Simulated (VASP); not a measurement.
A run of VASP 6.6.1:

INCAR

```
SYSTEM = As
ALGO = Normal
EDIFF = 1E-7
ENCUT = 520
GGA = PS
ISIF = 2
ISMEAR = -1
LASPH = .True.
LCHARG = .True.
LELF = .True.
LREAL = .False.
LVHAR = .True.
LWAVE = .False.
NBANDS = 12
NELM = 100
PREC = Accurate
SIGMA = 0.1
```

The input KPOINTS:

```
k-points
0
Gamma
  16 16 10
  0 0 0
```

POSCAR

```
As
1.0
   -2.9257273378      2.5663424529      1.3372382335
    2.5663424529     -2.9257273378      1.3372382335
    2.8562834949      2.8562834949     -1.9954523083
As
2
Direct
    0.0213414237      0.9786585763      0.0000000000
    0.7286585763      0.2713414237      0.5000000000
```

Potentials or basis: VASP PAW PBE potentials, release 64 (As).

Command:

```bash
$ cat potpaw_PBE.64/As/POTCAR > POTCAR
$ mpirun -np 1 vasp_std > vasp.out
```

Hardware: 1 thread of Intel(R) Xeon(R) 6975P-C (Granite Rapids) (shared host).

Problem. How long does it take, and how much memory?

Solution. Run time: 120 s on 1 thread of Intel(R) Xeon(R) 6975P-C (Granite Rapids), on a shared host, peak memory 0.39 GiB. Counts: scf iterations 12, k points 690.
